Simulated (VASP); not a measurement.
# GaN (F-43m) in VASP: further runs, part 2 of 2

VASP 6.6.1.

### Step 4. Single point, PBE, non-collinear spin, zero start, spin-orbit coupling

This run uses another cell than the first one, of 10.76 Å³/atom.

Input file INCAR:

```
SYSTEM = GaN
PREC     = Accurate       ! precision mode
ENCUT    = 520            ! plane-wave cutoff, eV
EDIFF    = 1E-7           ! SCF threshold, eV
ISMEAR   = -1             ! smearing method
SIGMA    = 0.05           ! smearing width, eV
LREAL    = .FALSE.        ! projectors in reciprocal space
LASPH    = .TRUE.         ! aspherical terms in the spheres
NELM     = 150            ! most SCF steps
ALGO     = Normal         ! electronic algorithm
ISIF     = 2              ! what is computed and relaxed
LWAVE    = .FALSE.        ! write WAVECAR
LCHARG   = .TRUE.         ! write CHGCAR
MAGMOM   = 0 0 0 0 0 0    ! initial moments
LORBIT   = 11             ! projections on sites
LSORBIT  = .TRUE.         ! spin-orbit coupling
GGA_COMPAT= .FALSE.      
LORBMOM  = .TRUE.       
GGA      = PE             ! functional
LVHAR    = .TRUE.       
NBANDS   = 30             ! bands
```

Input file KPOINTS:

```
Automatic mesh
0
G
  10 10 10
  0 0 0
```

Input file POSCAR:

```
GaN
1.0
    0.0000000000      2.2074978911      2.2074978911
    2.2074978911      0.0000000000      2.2074978911
    2.2074978911      2.2074978911      0.0000000000
Ga N
1 1
Direct
    0.0000000000      0.0000000000      0.0000000000
    0.2500000000      0.2500000000      0.2500000000
```

Potentials or basis: VASP PAW PBE potentials, release 64 (Ga_d, N).

The run is started by

```sh
> cat potpaw_PBE.64/Ga_d/POTCAR potpaw_PBE.64/N/POTCAR > POTCAR
> mpirun -np 1 vasp_ncl > vasp.out
```

OUTCAR:

```text
SYSTEM = GaN
   PREC = Accurate
   ENCUT = 520
   EDIFF = 1E-7
   ISMEAR = -1
   LREAL = .FALSE.
   LASPH = .TRUE.
   NELM = 150
   ISIF = 2
   LORBIT = 11
   LSORBIT = .TRUE.
   GGA = PE

 ion  position               nearest neighbor table
   1  0.000  0.000  0.000-   2 1.91   2 1.91   2 1.91   2 1.91
   2  0.250  0.250  0.250-   1 1.91   1 1.91   1 1.91   1 1.91

  LATTYP: Found a face centered cubic cell.
 ALAT       =     4.4149957822

  Lattice vectors:

 A1 = (   0.0000000000,   2.2074978911,   2.2074978911)
 A2 = (   2.2074978911,   0.0000000000,   2.2074978911)
 A3 = (   2.2074978911,   2.2074978911,   0.0000000000)

Analysis of symmetry for initial positions (statically):
=====================================================================
 Subroutine PRICEL returns:
 Original cell was already a primitive cell.

 Routine SETGRP: Setting up the symmetry group for a
 face centered cubic supercell.

 Subroutine GETGRP returns: Found 24 space group operations
 (whereof 24 operations were pure point group operations)
 out of a pool of 48 trial point group operations.

The static configuration has the point symmetry T_d .

Analysis of symmetry for dynamics (positions and initial velocities):
=====================================================================
 Subroutine PRICEL returns:
 Original cell was already a primitive cell.

 Routine SETGRP: Setting up the symmetry group for a
 face centered cubic supercell.

 Subroutine GETGRP returns: Found 24 space group operations
 (whereof 24 operations were pure point group operations)
 out of a pool of 48 trial point group operations.

The dynamic configuration has the point symmetry T_d .

Analysis of structural, dynamic, and magnetic symmetry:
=====================================================================
 Subroutine PRICEL returns:
 Original cell was already a primitive cell.

 Routine SETGRP: Setting up the symmetry group for a
 face centered cubic supercell.

[... 998 lines left out ...]
 # of ion     p       d       tot
 ----------------------------------------
  1        -0.000   0.000  -0.000
  2         0.000   0.000   0.000
 ----------------------------------------
           -0.000   0.000   0.000

 orbital moment (z)

 # of ion     p       d       tot
 ----------------------------------------
  1         0.000  -0.000   0.000
  2        -0.000   0.000  -0.000
 ----------------------------------------
            0.000  -0.000  -0.000

 Spin-Orbit-Coupling matrix elements

 Ion:    1  E_soc:     -0.0111408
 l=   1
     0.0000000    -0.0010276    -0.0010276
    -0.0010276     0.0000000    -0.0010276
    -0.0010276    -0.0010276     0.0000000
 l=   2
     0.0000000    -0.0001741     0.0000000    -0.0001741    -0.0006551
    -0.0001741     0.0000000    -0.0004913    -0.0001741    -0.0001638
     0.0000000    -0.0004913     0.0000000    -0.0004913     0.0000000
    -0.0001741    -0.0001741    -0.0004913     0.0000000    -0.0001638
    -0.0006551    -0.0001638     0.0000000    -0.0001638     0.0000000
 l=   3
     0.0000000     0.0000000     0.0000000     0.0000000     0.0000000     0.0000000     0.0000000
     0.0000000     0.0000000     0.0000000     0.0000000     0.0000000     0.0000000     0.0000000
     0.0000000     0.0000000     0.0000000     0.0000000     0.0000000     0.0000000     0.0000000
     0.0000000     0.0000000     0.0000000     0.0000000     0.0000000     0.0000000     0.0000000
     0.0000000     0.0000000     0.0000000     0.0000000     0.0000000     0.0000000     0.0000000
     0.0000000     0.0000000     0.0000000     0.0000000     0.0000000     0.0000000     0.0000000
     0.0000000     0.0000000     0.0000000     0.0000000     0.0000000     0.0000000     0.0000000

 Ion:    2  E_soc:     -0.0000952
 l=   1
     0.0000000    -0.0000159    -0.0000159
    -0.0000159     0.0000000    -0.0000159
    -0.0000159    -0.0000159     0.0000000
 l=   2
     0.0000000     0.0000000     0.0000000     0.0000000     0.0000000
     0.0000000     0.0000000     0.0000000     0.0000000     0.0000000
     0.0000000     0.0000000     0.0000000     0.0000000     0.0000000
     0.0000000     0.0000000     0.0000000     0.0000000     0.0000000
     0.0000000     0.0000000     0.0000000     0.0000000     0.0000000
 l=   3
     0.0000000     0.0000000     0.0000000     0.0000000     0.0000000     0.0000000     0.0000000
     0.0000000     0.0000000     0.0000000     0.0000000     0.0000000     0.0000000     0.0000000
     0.0000000     0.0000000     0.0000000     0.0000000     0.0000000     0.0000000     0.0000000
     0.0000000     0.0000000     0.0000000     0.0000000     0.0000000     0.0000000     0.0000000
     0.0000000     0.0000000     0.0000000     0.0000000     0.0000000     0.0000000     0.0000000
     0.0000000     0.0000000     0.0000000     0.0000000     0.0000000     0.0000000     0.0000000
     0.0000000     0.0000000     0.0000000     0.0000000     0.0000000     0.0000000     0.0000000

 total charge

# of ion       s       p       d       tot
------------------------------------------
    1        0.802   0.977  10.219  11.998
    2        1.224   2.570   0.000   3.794
--------------------------------------------------
tot          2.026   3.547  10.219  15.792

 magnetization (x)

# of ion       s       p       d       tot
------------------------------------------
    1       -0.000   0.000   0.000   0.000
    2        0.000  -0.000   0.000  -0.000
--------------------------------------------------
tot          0.000  -0.000   0.000  -0.000

 magnetization (y)

# of ion       s       p       d       tot
------------------------------------------
    1        0.000  -0.000   0.000  -0.000
    2       -0.000   0.000   0.000  -0.000
--------------------------------------------------
tot         -0.000  -0.000   0.000  -0.000

 magnetization (z)

# of ion       s       p       d       tot
------------------------------------------
    1       -0.000  -0.000  -0.000  -0.000
    2        0.000  -0.000   0.000  -0.000
--------------------------------------------------
tot          0.000  -0.000  -0.000  -0.000
```

Wall time 45 s (1 thread of Intel Xeon 6975P-C (Granite Rapids), shared host); peak memory 0.23 GiB.

Results:

* Free energy: -12.0494 eV
* Pressure: 18.6 GPa
* Net moment: 0.00 μB per cell
* Valence electrons inside the program's atomic spheres: Ga 12.00; N 3.79

Moments on the atoms (μB; x, y, z):
```
Ga  0.00 0.00 0.00
N   0.00 0.00 0.00
```

Caveat: the cell stands under pressure.

### Step 5. Single point, PBE, non-collinear spin, zero start, spin-orbit coupling

This run uses another cell than the first one, of 10.99 Å³/atom.

Input file INCAR:

```
ALGO = Normal ; EDIFF = 1E-6
ENCUT = 520 ; GGA = PE
GGA_COMPAT = False ; ISIF = 2
ISMEAR = -1 ; LASPH = True
LCHARG = True ; LORBIT = 11
LORBMOM = True ; LREAL = False
LSORBIT = True ; LVHAR = True
LWAVE = False ; MAGMOM = 0 0 0 0 0 0
NBANDS = 30 ; NELM = 150
PREC = Accurate ; SIGMA = 0.05
```

Input file KPOINTS:

```
k-points
0
Gamma
  10 10 10
```

Input file POSCAR:

```
GaN
1.0
    0.0000000000      2.2230441631      2.2230441631
    2.2230441631      0.0000000000      2.2230441631
    2.2230441631      2.2230441631      0.0000000000
Ga N
1 1
Direct
    0.0000000000      0.0000000000      0.0000000000
    0.2500000000      0.2500000000      0.2500000000
```

The run is started by

```sh
> cat potpaw_PBE.64/Ga_d/POTCAR potpaw_PBE.64/N/POTCAR > POTCAR
> mpirun -np 1 vasp_ncl > vasp.out
```

It took 42 s on 1 thread of Intel Xeon 6975P-C (Granite Rapids), shared host; peak memory 0.23 GiB.

It converged, with:

| Quantity | Value |
| --- | --- |
| Free energy | -12.0956 eV |
| Pressure | 13.6 GPa |
| Net moment | 0.00 μB per cell |
| Valence electrons inside the program's atomic spheres | Ga 11.95; N 3.78 |

Moments on the atoms (μB; x, y, z):
```
Ga  0.00 0.00 0.00
N   0.00 0.00 0.00
```

Caveat: the cell stands under pressure.

### Step 6. Overview

| task | level | spin | cell | cutoff (eV) | gap on the mesh (eV) | pressure (GPa) | moment (μB) |
| --- | --- | --- | --- | --- | --- | --- | --- |
| single point | r2SCAN+rVV10 | off | a = 3.249 Å, angles 60.0°, 2 atoms | 520 | 1.70 | -11.3 | - |
| relaxation of cell and atoms | SVWN5 | off | relaxed from a = 3.187 Å, angles 60.0°, 2 atoms | 600 | 1.96 | 0.0 | - |
| single point | PBE | non-collinear, zero start, SOC | a = 3.122 Å, angles 60.0°, 2 atoms | 520 | - | 18.6 | 0.00 |
| single point | PBE | non-collinear, zero start, SOC | a = 3.144 Å, angles 60.0°, 2 atoms | 520 | - | 13.6 | 0.00 |

Alike in all rows: potentials or basis VASP PAW PBE potentials, release 64 (Ga_d, N); k mesh 10 × 10 × 10; smearing fermi-dirac 0.05 eV.

Caveats: the PAW data sets were made with another functional, which shifts forces and pressure a little (at least some runs); the cell stands under pressure (at least some runs); the cell stands under tension (at least some runs).

Total energies depend on the potentials used, so only differences within one code and one set of settings carry meaning.
